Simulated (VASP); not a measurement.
# C (Fd-3m) in VASP: single point with LDA

Aim: the single point of C with LDA.

All numbers are computed with VASP 6.6.1; they aren't measurements. Logs are shortened: lines on timing, memory, paths and dates and some standing lists are left out, and cuts for length are marked.

**1. The cell of the first run**

It takes space group Fd-3m (No. 227, cubic). Conventional cell: a = 3.531 Å, b = 3.531 Å, c = 3.531 Å, α = 90.00°, β = 90.00°, γ = 90.00°. Within 2.0 Å of C (site symmetry -43m) lie 4 C at 1.53 Å.

**2. Single point, LDA**

INCAR

```
SYSTEM = C
PREC = Accurate ; ENCUT = 910
EDIFF = 1E-6 ; ISMEAR = 0
SIGMA = 0.02 ; LREAL = .FALSE.
LASPH = .TRUE. ; NELM = 120
ALGO = Normal ; ISIF = 2
LWAVE = .FALSE. ; LCHARG = .FALSE.
GGA = CA ; NBANDS = 11
GGA_COMPAT = .FALSE.
```

KPOINTS

```
regular mesh
0
G
  12 12 12
  0 0 0
```

POSCAR

```
C
1.0
    0.0000000000      1.7657330654      1.7657330654
    1.7657330654      0.0000000000      1.7657330654
    1.7657330654      1.7657330654      0.0000000000
C
2
Direct
    0.5000000000      0.5000000000      0.5000000000
    0.7500000000      0.7500000000      0.7500000000
```

Potentials or basis: VASP PAW LDA potentials, release 64 (C_h).

Command:

```sh
$ cat potpaw_LDA.64/C_h/POTCAR > POTCAR
$ mpirun -np 1 vasp_std > vasp.out
```

OUTCAR:

```text
SYSTEM = C
   PREC = Accurate
   ENCUT = 910
   EDIFF = 1E-6
   ISMEAR = 0
   LREAL = .FALSE.
   LASPH = .TRUE.
   NELM = 120
   ISIF = 2
   GGA = CA

 ion  position               nearest neighbor table
   1  0.500  0.500  0.500-
   2  0.750  0.750  0.750-

  LATTYP: Found a face centered cubic cell.
 ALAT       =     3.5314661308

  Lattice vectors:

 A1 = (   0.0000000000,   1.7657330654,   1.7657330654)
 A2 = (   1.7657330654,   0.0000000000,   1.7657330654)
 A3 = (   1.7657330654,   1.7657330654,   0.0000000000)

Analysis of symmetry for initial positions (statically):
=====================================================================
 Subroutine PRICEL returns:
 Original cell was already a primitive cell.

 Routine SETGRP: Setting up the symmetry group for a
 face centered cubic supercell.

 Subroutine GETGRP returns: Found 48 space group operations
 (whereof 24 operations were pure point group operations)
 out of a pool of 48 trial point group operations.

The static configuration has the point symmetry T_d .
 The point group associated with its full space group is O_h .

Analysis of symmetry for dynamics (positions and initial velocities):
=====================================================================
 Subroutine PRICEL returns:
 Original cell was already a primitive cell.

 Routine SETGRP: Setting up the symmetry group for a
 face centered cubic supercell.

 Subroutine GETGRP returns: Found 48 space group operations
 (whereof 24 operations were pure point group operations)
 out of a pool of 48 trial point group operations.

The dynamic configuration has the point symmetry T_d .
 The point group associated with its full space group is O_h .

 Subroutine INISYM returns: Found 48 space group operations
 (whereof 24 operations are pure point group operations),
 and found     1 'primitive' translations

----------------------------------------------------------------------------------------

                                     Primitive cell

  volume of cell :      11.0105

  direct lattice vectors                    reciprocal lattice vectors
     0.000000000  1.765733065  1.765733065    -0.283168509  0.283168509  0.283168509
     1.765733065  0.000000000  1.765733065     0.283168509 -0.283168509  0.283168509
     1.765733065  1.765733065  0.000000000     0.283168509  0.283168509 -0.283168509

  length of vectors
     2.497123649  2.497123649  2.497123649     0.490462245  0.490462245  0.490462245

  position of ions in fractional coordinates (direct lattice)
     0.500000000  0.500000000  0.500000000
     0.750000000  0.750000000  0.750000000

  ion indices of the primitive-cell ions
   primitive index   ion index
                 1           1
                 2           2

----------------------------------------------------------------------------------------

 KPOINTS: regular mesh

Automatic generation of k-mesh.
 Grid dimensions read from file:
 generate k-points for:   12   12   12

 Generating k-lattice:

  Cartesian coordinates                     Fractional coordinates (reciprocal lattice)
    -0.023597376  0.023597376  0.023597376     0.083333333  0.000000000  0.000000000
     0.023597376 -0.023597376  0.023597376     0.000000000  0.083333333  0.000000000
     0.023597376  0.023597376 -0.023597376     0.000000000  0.000000000  0.083333333

  Length of vectors
     0.040871854  0.040871854  0.040871854

  Shift w.r.t. Gamma in fractional coordinates (k-lattice)
     0.000000000  0.000000000  0.000000000

 Subroutine IBZKPT returns following result:
 ===========================================

 Found     72 irreducible k-points:

 Following reciprocal coordinates:
            Coordinates               Weight
  0.000000  0.000000  0.000000      1.000000
  0.083333  0.000000  0.000000      8.000000
  0.166667  0.000000  0.000000      8.000000
  0.250000  0.000000  0.000000      8.000000
  0.333333  0.000000  0.000000      8.000000
  0.416667  0.000000  0.000000      8.000000
[... 16 lines left out ...]
  0.500000  0.166667  0.000000     24.000000
 -0.416667  0.166667  0.000000     24.000000
 [... further k-points ...]
   k-points           NKPTS =     72   k-points in BZ     NKDIM =     72   number of bands    NBANDS=     11
   number of dos      NEDOS =    301   number of ions     NIONS =      2
   total plane-waves  NPLWV =  21952
   dimension x,y,z NGX =    28 NGY =   28 NGZ =   28
   dimension x,y,z NGXF=    56 NGYF=   56 NGZF=   56
   ions per type =               2
   NGX,Y,Z   is equivalent  to a cutoff of  18.64, 18.64, 18.64 a.u.
   NGXF,Y,Z  is equivalent  to a cutoff of  37.28, 37.28, 37.28 a.u.
 SYSTEM =  C
   PREC   = accura    normal or accurate (medium, high low for compatibility)
   ISTART =      0    job   : 0-new  1-cont  2-samecut
   ICHARG =      2    charge: 1-file 2-atom 10-const
   ISPIN  =      1    spin polarized calculation?
   LNONCOLLINEAR =      F non collinear calculations
   LSORBIT =      F    spin-orbit coupling
   LASPH  =      T    aspherical Exc in radial PAW
   ENCUT  =  910.0 eV  66.88 Ry    8.18 a.u.   6.14  6.14  6.14*2*pi/ulx,y,z
   NELM   =    120;   NELMIN=  2; NELMDL= -5     # of ELM steps
   EDIFF  = 0.1E-05   stopping-criterion for ELM
   LREAL  =      F    real-space projection
   EDIFFG = 0.1E-04   stopping-criterion for IOM
   NSW    =      0    number of steps for IOM
   IBRION =     -1    ionic relax: 0-MD 1-quasi-New 2-CG
   NFREE  =      0    steps in history (QN), initial steepest desc. (CG)
   ISIF   =      2    stress and relaxation
   ISYM   =      2    0-nonsym 1-usesym 2-fastsym
   POTIM  = 0.5000    time-step for ionic-motion
   TEBEG  =    0.0;   TEEND  =   0.0 temperature during run
   PSTRESS=    0.0 pullay stress
   NELECT =       8.0000    total number of electrons
   NUPDOWN=      -1.0000    fix difference up-down
   EMIN   =  10.00;   EMAX   =-10.00  energy-range for DOS
   EFERMI =   0.00;   METHOD = LEGACY
   ISMEAR =     0;   SIGMA  =   0.02  broadening in eV -4-tet -1-fermi 0-gaus
   EFERMI_NEDOS =   21; number of points for ismear=-14 and -15
   IALGO  =     38    algorithm
   IMIX   =      4    mixing-type and parameters
     AMIX     =   0.40;   BMIX     =  1.00
     AMIX_MAG =   1.60;   BMIX_MAG =  1.00
  volume/ion in A,a.u.               =       5.51        37.15
  Fermi-wavevector in a.u.,A,eV,Ry     =   1.471758  2.781220 29.471199  2.166072
  Thomas-Fermi vector in A             =   2.586855
   LORBIT       =      0    0 simple, 1 ext, 2 COOP (PROOUT), +10 PAW based schemes
   GGA     = CA    functional components
   LHFCALC =     F    Hartree Fock is set to
   AEXX    =    0.0000 exact exchange contribution
   IVDW    =     0    specifies the selected vdW correction
   LEPSILON=     F    determine dielectric tensor
   LRPA    =     F    only Hartree local field effects (RPA)
 non-spin polarized calculation
 Gauss-broadening in eV      SIGMA  =   0.02
  energy-cutoff  :      910.00
  volume of cell :       11.01
 maximum number of plane-waves:       701
 NGX is ok and might be reduce to    28
   NGX = 13   NGY = 13   NGZ = 13

 number of electron       8.0000000 magnetization

 Free energy of the ion-electron system (eV)
  ---------------------------------------------------
  ext. energy  EPLUGINS =         0.00000000
  ---------------------------------------------------
  free energy    TOTEN  =       -20.26675406 eV

  energy without entropy =      -20.26675406  energy(sigma->0) =      -20.26675406

 E-fermi :  11.5955     XC(G=0): -13.7984

 val. band max:       11.3422364625   @ k =   0.0000   0.0000   0.0000
 cond. band min:      15.5418342115   @ k =   0.3333   0.3333   0.0000
 fundamental gap:      4.1995977490
 Fermi energy:        11.5954958904

 k-point     1 :       0.0000    0.0000    0.0000
  band No.  band energies     occupation
      1     -10.3790      2.00000
      2      11.3422      2.00000
      3      11.3422      2.00000
      4      11.3422      2.00000
      5      16.9695      0.00000
      6      16.9695      0.00000
      7      16.9695      0.00000
      8      25.5795      0.00000
      9      30.7437      0.00000
     10      38.2973      0.00000
     11      38.2973      0.00000

 k-point     2 :       0.0833    0.0000    0.0000
  band No.  band energies     occupation
      1     -10.1830      2.00000
      2      10.1002      2.00000
      3      11.0097      2.00000
      4      11.0097      2.00000
      5      17.4043      0.00000
      6      17.4043      0.00000
      7      17.7232      0.00000
      8      25.6879      0.00000
      9      31.0554      0.00000
     10      35.9770      0.00000
     11      35.9770      0.00000

 k-point     3 :       0.1667    0.0000    0.0000
  band No.  band energies     occupation
      1      -9.5973      2.00000
      2       7.5391      2.00000
      3      10.2899      2.00000
      4      10.2899      2.00000
      5      18.3436      0.00000
      6      18.3436      0.00000
      7      18.9172      0.00000
      8      25.9930      0.00000
      9      31.7069      0.00000
     10      34.3335      0.00000
     11      34.3335      0.00000

 k-point     4 :       0.2500    0.0000    0.0000
  band No.  band energies     occupation
      1      -8.6292      2.00000
      2       4.6649      2.00000
      3       9.5505      2.00000
      4       9.5505      2.00000
      5      19.2097      0.00000
      6      19.2097      0.00000
      7      19.8125      0.00000
      8      26.4115      0.00000
      9      32.1480      0.00000
     10      33.9074      0.00000
     11      33.9074      0.00000
[... 239 lines left out ...]
 k-point    22 :       0.4167    0.1667    0.0000
  band No.  band energies     occupation
      1      -6.1133      2.00000
      2       1.4386      2.00000
      3       7.0282      2.00000
      4       7.1762      2.00000
      5      18.0815      0.00000
      6      22.4664      0.00000
      7      22.8218      0.00000
      8      24.1636      0.00000
      9      32.4635      0.00000
     10      34.1437      0.00000
     11      39.0263      0.00000

 k-point    23 :       0.5000    0.1667    0.0000
  band No.  band energies     occupation
      1      -4.4574      2.00000
      2      -0.8842      2.00000
      3       6.2889      2.00000
      4       7.2687      2.00000
      5      18.4946      0.00000
      6      22.1816      0.00000
      7      23.0076      0.00000
      8      25.7566      0.00000
      9      31.5332      0.00000
     10      35.4486      0.00000
     11      38.1828      0.00000

 k-point    24 :      -0.4167    0.1667    0.0000
  band No.  band energies     occupation
      1      -3.9829      2.00000
      2      -1.4466      2.00000
      3       5.7847      2.00000
      4       7.6597      2.00000
      5      18.9409      0.00000
      6      21.6821      0.00000
      7      22.9910      0.00000
      8      26.9412      0.00000
      9      30.8462      0.00000
     10      35.7341      0.00000
     11      36.1584      0.00000

 [... further k-points ...]
[... 5 lines left out ...]
  --------------------------------------------------------------------------------------
  -------------------------------------------------------------------------------------
  Total        0.0525105      0.0525105      0.0525105      0.0000000      0.0000000      0.0000000
  in kB        7.6410209      7.6410209      7.6410209      0.0000000      0.0000000      0.0000000
  external PRESSURE =       7.6410209 kB  Pullay stress =       0.0000000 kB

 VOLUME and BASIS-vectors are now :
 -----------------------------------------------------------------------------
  energy-cutoff  :      910.00
  volume of cell :       11.01
      direct lattice vectors                 reciprocal lattice vectors
     0.000000000  1.765733065  1.765733065    -0.283168509  0.283168509  0.283168509
     1.765733065  0.000000000  1.765733065     0.283168509 -0.283168509  0.283168509
     1.765733065  1.765733065  0.000000000     0.283168509  0.283168509 -0.283168509

 POSITION                                       TOTAL-FORCE (eV/Angst)
 -----------------------------------------------------------------------------------
      1.76573      1.76573      1.76573        -0.000000     -0.000000     -0.000000
      2.64860      2.64860      2.64860         0.000000      0.000000      0.000000
 -----------------------------------------------------------------------------------
    total drift:                                0.000000      0.000000     -0.000000

  FREE ENERGIE OF THE ION-ELECTRON SYSTEM (eV)
  ---------------------------------------------------
  free  energy   TOTEN  =       -20.2667540609 eV

  energy  without entropy=      -20.2667540609  energy(sigma->0) =      -20.26675406
```

It used 27 s of CPU time on 1 thread of AMD EPYC 7R13 Processor (Zen 3), on a shared host.

Results:

```
Free energy            : -20.2668 eV
Pressure               : 0.8 GPa
Band gap on the k mesh : 4.20 eV, indirect (least direct gap 5.63 eV)
```

Levels at points of the mesh, in eV from the valence-band top:
```csv
k point,band 1,band 2,band 3,band 4,band 5,band 6,band 7,band 8,band 9
"(0.00, 0.00, 0.00)",-21.72,0.00,0.00,0.00,5.63,5.63,5.63,14.24,19.40
"(0.50, 0.00, 0.00)",-15.71,-13.70,-2.87,-2.87,8.51,8.51,9.42,15.67,21.95
"(0.50, 0.50, 0.00)",-12.82,-12.82,-6.47,-6.47,4.78,4.78,17.08,17.08,23.48
```

Caveat: the cutoff is under 1.25 times the usual one of these potentials, so pressure, stress and relaxed cells hold a basis-set (Pulay) error.
